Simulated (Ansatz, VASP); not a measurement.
AgCl: VASP beside Ansatz

INCAR

```
SYSTEM = AgCl
  PREC = Accurate
  ENCUT = 520
  EDIFF = 1E-7
  ISMEAR = 0
  SIGMA = 0.05
  LREAL = .FALSE.
  LASPH = .TRUE.
  NELM = 100
  ALGO = Normal
  ISIF = 2
  LWAVE = .FALSE.
  LCHARG = .FALSE.
  GGA = PS
  NBANDS = 16
```

The input KPOINTS:

```
regular mesh
0
G
  12 12 12
  0 0 0
```

Contents of POSCAR:

```
AgCl
1.0
    3.2408864074     -0.0571662460     -0.0571662460
   -0.0571662460      3.2408864074     -0.0571662460
   -0.0571662460     -0.0571662460      3.2408864074
Ag Cl
1 1
Direct
    0.0000000000      0.0000000000      0.0000000000
    0.5000000000      0.5000000000      0.5000000000
```

Input for Ansatz:

```yaml
crystal:
  lattice:
    - [3.2408864074, -0.057166246, -0.057166246]
    - [-0.057166246, 3.2408864074, -0.057166246]
    - [-0.057166246, -0.057166246, 3.2408864074]
  atoms:
    - { symbol: Ag, position: [0.0, 0.0, 0.0] }
    - { symbol: Cl, position: [0.5, 0.5, 0.5] }
basis:
  ecutwfc: 420
kpoints:
  mp_grid: { grid: [12, 12, 12] }
hamiltonian:
  xc: pbesol
scf:
  occupations: { method: gaussian, width: 0.05 }
output:
  forces: true
  stress: true
  eigenvalues: true
  write_density: true
  write_potential: true
  elf: true
  volumetric_format: npy
```

Alike in both runs: task single point; functional PBEsol; k mesh 12 × 12 × 12; occupations gaussian, width 0.05 eV; no spin polarisation.

|  | VASP | Ansatz |
| --- | --- | --- |
| version | VASP 6.6.1 | Ansatz 0.2.0 |
| potentials or method | VASP PAW PBE potentials, release 64 (Ag, Cl), cutoff 520 eV | scalar-relativistic, plane waves, PAW |
| valence electrons in the cell | 18 | 26 |

```tsv
	VASP	Ansatz	Ansatz less VASP
gap on the k mesh at the Fermi level (eV)	0.40	0.40	-0.001
least direct gap on the mesh (eV)	2.60	2.60	-0.003
pressure (GPa)	6.7	6.9	+0.14
traceless stress, the component that is largest in VASP (GPa)	-0.18	-0.18	+0.007
```

VASP's potentials were made for PBE, not for PBEsol. With one functional, cell and mesh, what is left measures potentials, basis and numerics. VASP's potentials hold 18 valence electrons a cell and Ansatz's 26, so a difference there can come from the potentials and not from the codes.
